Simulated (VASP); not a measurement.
# TiBMoC2 (P3m1) in VASP: further runs

TiBMoC2 is run at these levels: PBE; tasks: single point.

All numbers are computed with VASP 6.6.1; they aren't measurements. Logs are shortened: lines on timing, memory, paths and dates and some standing lists are left out, and cuts for length are marked.

**1. The cell of the first run**

Symmetry: P3m1, No. 156, trigonal system. Conventional cell: a = 2.977 Å, b = 2.977 Å, c = 6.678 Å, α = 90.00°, β = 90.00°, γ = 120.00°. Within 2.6 Å of Ti (site symmetry 3m) lie 4 C at 1.97 to 2.21 Å. Within 2.3 Å of B (site symmetry 3m) lie 3 C at 1.74 Å. Mo (site symmetry 3m) has 4 C at 1.91 to 2.34 Å within 2.5 Å. C (site symmetry 3m) has 1 Mo at 1.91 Å and 3 Ti at 1.97 Å within 2.5 Å. C (site symmetry 3m) has 3 B at 1.74 Å and 1 Ti at 2.21 Å within 2.3 Å.

**2. Single point, PBE**

Contents of INCAR:

```
PREC = Accurate
ENCUT = 520
EDIFF = 1E-7
ISMEAR = 0
SIGMA = 0.1
LREAL = F
LASPH = T
NELM = 100
ALGO = Normal
ISIF = 2
LWAVE = F
LCHARG = F
GGA = PE
NBANDS = 26
```

Contents of KPOINTS:

```
regular mesh
0
Gamma
  6 6 4
```

Contents of POSCAR:

```
TiBMoC2
1.0
    2.9772365597     -0.0000000023      0.0000000000
   -1.4886182779      2.5783624949      0.0000000000
    0.0000000000      0.0000000000      6.6783407340
Ti B Mo C
1 1 1 2
Direct
    0.6666666667      0.3333333333      0.2101032128
    0.3333333333      0.6666666667     -0.0835759177
    0.0000000000      0.0000000000      0.6405089790
    0.0000000000      0.0000000000      0.3539642170
    0.6666666667      0.3333333333      0.8789995390
```

Potentials or basis: VASP PAW PBE potentials, release 64 (Ti_sv, B, Mo_sv, C).

Started as:

```sh
$ cat potpaw_PBE.64/Ti_sv/POTCAR potpaw_PBE.64/B/POTCAR potpaw_PBE.64/Mo_sv/POTCAR potpaw_PBE.64/C/POTCAR > POTCAR
$ mpirun -np 1 vasp_std > vasp.out
```

OUTCAR:

```text
PREC = Accurate
   ENCUT = 520
   EDIFF = 1E-7
   ISMEAR = 0
   LREAL = F
   LASPH = T
   NELM = 100
   ISIF = 2
   GGA = PE

 ion  position               nearest neighbor table
   1  0.667  0.333  0.210-   4 1.97   4 1.97   4 1.97   5 2.21
   2  0.333  0.667  0.916-   5 1.74   5 1.74   5 1.74   3 2.52   3 2.52   3 2.52
   3  0.000  0.000  0.641-   4 1.91   5 2.34   5 2.34   5 2.34   2 2.52   2 2.52   2 2.52
   4  0.000  0.000  0.354-   3 1.91   1 1.97   1 1.97   1 1.97
   5  0.667  0.333  0.879-   2 1.74   2 1.74   2 1.74   1 2.21   3 2.34   3 2.34   3 2.34

  LATTYP: Found a hexagonal cell.
 ALAT       =     2.9772365597
 C/A-ratio  =     2.2431340608

  Lattice vectors:

 A1 = (   2.9772365597,  -0.0000000023,   0.0000000000)
 A2 = (  -1.4886182779,   2.5783624949,   0.0000000000)
 A3 = (   0.0000000000,   0.0000000000,   6.6783407340)

Analysis of symmetry for initial positions (statically):
=====================================================================
 Subroutine PRICEL returns:
 Original cell was already a primitive cell.

 Routine SETGRP: Setting up the symmetry group for a
 hexagonal supercell.

 Subroutine GETGRP returns: Found  6 space group operations
 (whereof  6 operations were pure point group operations)
 out of a pool of 24 trial point group operations.

The static configuration has the point symmetry C_3v.

Analysis of symmetry for dynamics (positions and initial velocities):
=====================================================================
 Subroutine PRICEL returns:
 Original cell was already a primitive cell.

 Routine SETGRP: Setting up the symmetry group for a
 hexagonal supercell.

 Subroutine GETGRP returns: Found  6 space group operations
 (whereof  6 operations were pure point group operations)
 out of a pool of 24 trial point group operations.

The dynamic configuration has the point symmetry C_3v.

 Subroutine INISYM returns: Found  6 space group operations
 (whereof  6 operations are pure point group operations),
 and found     1 'primitive' translations

----------------------------------------------------------------------------------------

                                     Primitive cell

  volume of cell :      51.2656

  direct lattice vectors                    reciprocal lattice vectors
     2.977236560 -0.000000002  0.000000000     0.335881943  0.193921530  0.000000000
    -1.488618278  2.578362495  0.000000000     0.000000000  0.387843060  0.000000000
     0.000000000  0.000000000  6.678340734     0.000000000  0.000000000  0.149737793

  length of vectors
     2.977236560  2.977236560  6.678340734     0.387843060  0.387843060  0.149737793

  position of ions in fractional coordinates (direct lattice)
     0.666666667  0.333333333  0.210103213
     0.333333333  0.666666667  0.916424082
     0.000000000  0.000000000  0.640508979
     0.000000000  0.000000000  0.353964217
     0.666666667  0.333333333  0.878999539

  ion indices of the primitive-cell ions
   primitive index   ion index
                 1           1
                 2           2
                 3           3
                 4           4
                 5           5

----------------------------------------------------------------------------------------

 KPOINTS: regular mesh

Automatic generation of k-mesh.
 Grid dimensions read from file:
 generate k-points for:    6    6    4

 Generating k-lattice:

  Cartesian coordinates                     Fractional coordinates (reciprocal lattice)
     0.055980324  0.032320255  0.000000000     0.166666667  0.000000000  0.000000000
     0.000000000  0.064640510  0.000000000     0.000000000  0.166666667  0.000000000
     0.000000000  0.000000000  0.037434448     0.000000000  0.000000000  0.250000000

  Length of vectors
     0.064640510  0.064640510  0.037434448

  Shift w.r.t. Gamma in fractional coordinates (k-lattice)
     0.000000000  0.000000000  0.000000000

 Subroutine IBZKPT returns following result:
 ===========================================

 Found     24 irreducible k-points:

 Following reciprocal coordinates:
            Coordinates               Weight
  0.000000  0.000000  0.000000      1.000000
  0.166667 -0.000000  0.000000      6.000000
  0.333333 -0.000000  0.000000      6.000000
  0.500000  0.000000  0.000000      3.000000
  0.166667  0.166667  0.000000      6.000000
  0.333333  0.166667  0.000000     12.000000
[... 16 lines left out ...]
  0.333333  0.166667  0.500000     12.000000
  0.333333  0.333333  0.500000      2.000000
   k-points           NKPTS =     24   k-points in BZ     NKDIM =     24   number of bands    NBANDS=     26
   number of dos      NEDOS =    301   number of ions     NIONS =      5
   total plane-waves  NPLWV =  28800
   dimension x,y,z NGX =    24 NGY =   24 NGZ =   50
   dimension x,y,z NGXF=    48 NGYF=   48 NGZF=  100
   ions per type =               1   1   1   2
   NGX,Y,Z   is equivalent  to a cutoff of  13.40, 13.40, 12.45 a.u.
   NGXF,Y,Z  is equivalent  to a cutoff of  26.80, 26.80, 24.89 a.u.
 SYSTEM =  unknown system
   PREC   = accura    normal or accurate (medium, high low for compatibility)
   ISTART =      0    job   : 0-new  1-cont  2-samecut
   ICHARG =      2    charge: 1-file 2-atom 10-const
   ISPIN  =      1    spin polarized calculation?
   LNONCOLLINEAR =      F non collinear calculations
   LSORBIT =      F    spin-orbit coupling
   LASPH  =      T    aspherical Exc in radial PAW
   ENCUT  =  520.0 eV  38.22 Ry    6.18 a.u.   5.54  5.54 12.42*2*pi/ulx,y,z
   NELM   =    100;   NELMIN=  2; NELMDL= -5     # of ELM steps
   EDIFF  = 0.1E-06   stopping-criterion for ELM
   LREAL  =      F    real-space projection
   EDIFFG = 0.1E-05   stopping-criterion for IOM
   NSW    =      0    number of steps for IOM
   IBRION =     -1    ionic relax: 0-MD 1-quasi-New 2-CG
   NFREE  =      0    steps in history (QN), initial steepest desc. (CG)
   ISIF   =      2    stress and relaxation
   ISYM   =      2    0-nonsym 1-usesym 2-fastsym
   POTIM  = 0.5000    time-step for ionic-motion
   TEBEG  =    0.0;   TEEND  =   0.0 temperature during run
   PSTRESS=    0.0 pullay stress
   NELECT =      37.0000    total number of electrons
   NUPDOWN=      -1.0000    fix difference up-down
   EMIN   =  10.00;   EMAX   =-10.00  energy-range for DOS
   EFERMI =   0.00;   METHOD = LEGACY
   ISMEAR =     0;   SIGMA  =   0.10  broadening in eV -4-tet -1-fermi 0-gaus
   EFERMI_NEDOS =   21; number of points for ismear=-14 and -15
   IALGO  =     38    algorithm
   IMIX   =      4    mixing-type and parameters
     AMIX     =   0.40;   BMIX     =  1.00
     AMIX_MAG =   1.60;   BMIX_MAG =  1.00
  volume/ion in A,a.u.               =      10.25        69.19
  Fermi-wavevector in a.u.,A,eV,Ry     =   1.468476  2.775017 29.339889  2.156421
  Thomas-Fermi vector in A             =   2.583969
   LORBIT       =      0    0 simple, 1 ext, 2 COOP (PROOUT), +10 PAW based schemes
   GGA     = PE    functional components
   LHFCALC =     F    Hartree Fock is set to
   AEXX    =    0.0000 exact exchange contribution
   IVDW    =     0    specifies the selected vdW correction
   LEPSILON=     F    determine dielectric tensor
   LRPA    =     F    only Hartree local field effects (RPA)
 non-spin polarized calculation
 Gauss-broadening in eV      SIGMA  =   0.10
  energy-cutoff  :      520.00
  volume of cell :       51.27
 maximum number of plane-waves:      1417
 NGX is ok and might be reduce to    24
   NGX = 11   NGY = 11   NGZ = 25

 number of electron      37.0000003 magnetization

 Free energy of the ion-electron system (eV)
  ---------------------------------------------------
  ext. energy  EPLUGINS =         0.00000000
  ---------------------------------------------------
  free energy    TOTEN  =       -43.29465572 eV

  energy without entropy =      -43.27584162  energy(sigma->0) =      -43.28524867

 E-fermi :   9.8312     XC(G=0): -12.5316

 val. band max:        9.8178629130   @ k =  -0.1667   0.5000   0.2500
 cond. band min:       9.8727548078   @ k =   0.3333   0.1667   0.2500
 fundamental gap:      0.0548918948
 Fermi energy:         9.8311593723

 k-point     1 :       0.0000    0.0000    0.0000
  band No.  band energies     occupation
      1     -51.6428      2.00000
      2     -46.7552      2.00000
      3     -26.0551      2.00000
      4     -25.3331      2.00000
      5     -25.3331      2.00000
      6     -23.1455      2.00000
[... 18 lines left out ...]
     25      14.1799      0.00000
     26      15.6122      0.00000

 k-point     2 :       0.1667   -0.0000    0.0000
  band No.  band energies     occupation
      1     -51.6225      2.00000
      2     -46.7376      2.00000
      3     -26.0266      2.00000
      4     -25.4971      2.00000
      5     -25.3710      2.00000
      6     -23.1256      2.00000
[... 18 lines left out ...]
     25      14.6609      0.00000
     26      15.6180      0.00000

 k-point     3 :       0.3333   -0.0000    0.0000
  band No.  band energies     occupation
      1     -51.5817      2.00000
      2     -46.7022      2.00000
      3     -25.9695      2.00000
      4     -25.8151      2.00000
      5     -25.4460      2.00000
      6     -23.2009      2.00000
[... 18 lines left out ...]
     25      13.9821      0.00000
     26      15.2956      0.00000

 k-point     4 :       0.5000    0.0000    0.0000
  band No.  band energies     occupation
      1     -51.5611      2.00000
      2     -46.6844      2.00000
      3     -25.9716      2.00000
      4     -25.9387      2.00000
      5     -25.4831      2.00000
      6     -23.3227      2.00000
[... 18 lines left out ...]
     25      13.8536      0.00000
     26      15.0358      0.00000
[... 496 lines left out ...]
      1     -51.5919      2.00000
      2     -46.7111      2.00000
      3     -25.9833      2.00000
      4     -25.7063      2.00000
      5     -25.4593      2.00000
      6     -23.1234      2.00000
[... 18 lines left out ...]
     25      14.2273      0.00000
     26      15.5934      0.00000

 k-point    23 :       0.3333    0.1667    0.5000
  band No.  band energies     occupation
      1     -51.5611      2.00000
      2     -46.6844      2.00000
      3     -25.9403      2.00000
      4     -25.8899      2.00000
      5     -25.5684      2.00000
      6     -23.2592      2.00000
[... 18 lines left out ...]
     25      14.1358      0.00000
     26      15.0400      0.00000

 k-point    24 :       0.3333    0.3333    0.5000
  band No.  band energies     occupation
      1     -51.5509      2.00000
      2     -46.6755      2.00000
      3     -25.9245      2.00000
      4     -25.7851      2.00000
      5     -25.7755      2.00000
      6     -23.1968      2.00000
[... 18 lines left out ...]
     25      14.4058      0.00000
     26      15.7659      0.00000

------------------------ aborting loop because EDIFF is reached ----------------------------------------

  FORCE on cell =-STRESS in cart. coord.  units (eV):
  Direction    XX          YY          ZZ          XY          YZ          ZX
  --------------------------------------------------------------------------------------
  -------------------------------------------------------------------------------------
  Total        0.0614289      0.0614289      0.1307869     -0.0000000      0.0000000     -0.0000000
  in kB        1.9198049      1.9198049      4.0874157     -0.0000000      0.0000000     -0.0000000
  external PRESSURE =       2.6423419 kB  Pullay stress =       0.0000000 kB

 VOLUME and BASIS-vectors are now :
 -----------------------------------------------------------------------------
  energy-cutoff  :      520.00
  volume of cell :       51.27
      direct lattice vectors                 reciprocal lattice vectors
     2.977236560 -0.000000002  0.000000000     0.335881943  0.193921530  0.000000000
    -1.488618278  2.578362495  0.000000000     0.000000000  0.387843060  0.000000000
     0.000000000  0.000000000  6.678340734     0.000000000  0.000000000  0.149737793

 POSITION                                       TOTAL-FORCE (eV/Angst)
 -----------------------------------------------------------------------------------
      1.48862      0.85945      1.40314         0.000000     -0.000000     -0.010728
      0.00000      1.71891      6.12019        -0.000000     -0.000000      0.006520
      0.00000      0.00000      4.27754        -0.000000      0.000000     -0.034029
      0.00000      0.00000      2.36389        -0.000000      0.000000      0.019766
      1.48862      0.85945      5.87026        -0.000000     -0.000000      0.018471
 -----------------------------------------------------------------------------------
    total drift:                               -0.000000      0.000000      0.000020

  FREE ENERGIE OF THE ION-ELECTRON SYSTEM (eV)
  ---------------------------------------------------
  free  energy   TOTEN  =       -43.2946557209 eV

  energy  without entropy=      -43.2758416173  energy(sigma->0) =      -43.28524867
```

Run time: 35 s. Hardware: 1 thread of Intel Xeon Platinum 8259CL at 2.50GHz (Skylake/Cascade Lake), shared host; peak memory 0.19 GiB.

Results:

```yaml
Free_energy: -43.2947 eV
Pressure: 0.3 GPa
Largest_force: 0.034 eV/Å
```

Forces in eV/Å, atoms in the order of the input:
```
Ti   0.000  0.000 -0.011
B    0.000  0.000  0.007
Mo   0.000  0.000 -0.034
C    0.000  0.000  0.020
C    0.000  0.000  0.018
```

Stress tensor (GPa, compression positive):
```
0.19 0.00 0.00
0.00 0.19 0.00
0.00 0.00 0.41
```

Caveat: the k points lie up to 0.41 Å⁻¹ apart.

(Part 1 of 2 ends here.)
